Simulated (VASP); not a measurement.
Set up this calculation in VASP 6.6.1, as the native input.

```
Task                   : relaxation of volume and atoms at fixed shape
Functional             : r2SCAN
Potentials or basis    : VASP PAW PBE potentials, release 64 (Hf_pv)
Cutoff                 : 550 eV
k mesh                 : 8 × 8 × 5
Occupations            : fermi-dirac, width 0.05 eV
Spin                   : no spin polarisation
Dipole correction      : no
Further INCAR settings : ALGO = Normal; EDIFF = 1e-07; IBRION = 2; EDIFFG = -0.01; NSW = 80; ISIF = 8
```

Crystal: Hf.

```
Hf
1.0
     3.19670    0.00000    0.00000
    -1.59835    2.76842    0.00000
     0.00000    0.00000    5.05780
Hf
2
Direct
  0.33333 0.66667 0.25000
  0.66667 0.33333 0.75000
```

The input as run:

POSCAR

```
Hf
1.0
    3.1967000000      0.0000000000      0.0000000000
   -1.5983500000      2.7684234083      0.0000000000
    0.0000000000      0.0000000000      5.0578000000
Hf
2
Direct
    0.3333333333      0.6666666667      0.2500000000
    0.6666666667      0.3333333333      0.7500000000
```

INCAR.step1

```
PREC     = Accurate       # precision mode
ENCUT    = 550            # plane-wave cutoff, eV
ISMEAR   = -1             # smearing method
SIGMA    = 0.05           # smearing width, eV
LREAL    = False          # projectors in reciprocal space
LASPH    = True           # aspherical terms in the spheres
NELM     = 120            # most SCF steps
GGA      = PE             # functional
ALGO     = Normal         # electronic algorithm
EDIFF    = 1E-5           # SCF threshold, eV
LWAVE    = True           # write WAVECAR
LCHARG   = False          # write CHGCAR
GGA_COMPAT= False        
IBRION   = 2              # ionic algorithm
ISIF     = 3              # what is computed and relaxed
EDIFFG   = -0.005         # ionic threshold
NELMIN   = 4            
NSW      = 100            # ionic steps
```

INCAR.step2

```
PREC     = Accurate       # precision mode
ENCUT    = 550            # plane-wave cutoff, eV
EDIFF    = 1E-7           # SCF threshold, eV
ISMEAR   = -1             # smearing method
SIGMA    = 0.05           # smearing width, eV
LREAL    = False          # projectors in reciprocal space
LASPH    = True           # aspherical terms in the spheres
NELM     = 120            # most SCF steps
ALGO     = Normal         # electronic algorithm
ISIF     = 8              # what is computed and relaxed
LWAVE    = False          # write WAVECAR
LCHARG   = False          # write CHGCAR
METAGGA  = R2SCAN         # meta-GGA
LMIXTAU  = True         
IBRION   = 2              # ionic algorithm
NSW      = 80             # ionic steps
EDIFFG   = -0.01          # ionic threshold
ISTART   = 1            
GGA_COMPAT= False        
NELMIN   = 4
```

KPOINTS

```
regular mesh
0
Gamma
  8 8 5
```

Potentials or basis: VASP PAW PBE potentials, release 64 (Hf_pv).

The run is started by

```console
$ cat potpaw_PBE.64/Hf_pv/POTCAR > POTCAR
$ cp INCAR.step1 INCAR
$ mpirun -np 1 vasp_std > vasp.out
$ cp INCAR.step2 INCAR
$ mpirun -np 1 vasp_std > vasp.out
```

Results of the run:

- Relaxed volume: 22.24 Å³/atom
- Relaxed cell: a = 3.190 Å, b = 3.190 Å, c = 5.048 Å, α = 90.00°, β = 90.00°, γ = 120.00°
- Space group after relaxing (to 0.05 Å): P6_3/mmc (No. 194)
- Energy gained by relaxing: 0.3 meV/atom
- Ionic steps: 3
- Pressure after relaxing: 0.0 GPa
- Band gap on the k mesh: zero (band 10 reaches 6.21 eV, above the bottom of band 11 at 4.60 eV)

Caveat: the PAW data sets were made with another functional, which shifts forces and pressure a little; spin-orbit coupling is left out, which moves the levels of the heavy elements.

Wall time 5.5 min on 1 thread of Intel Xeon 8259CL, on a shared host, peak memory 0.18 GiB.
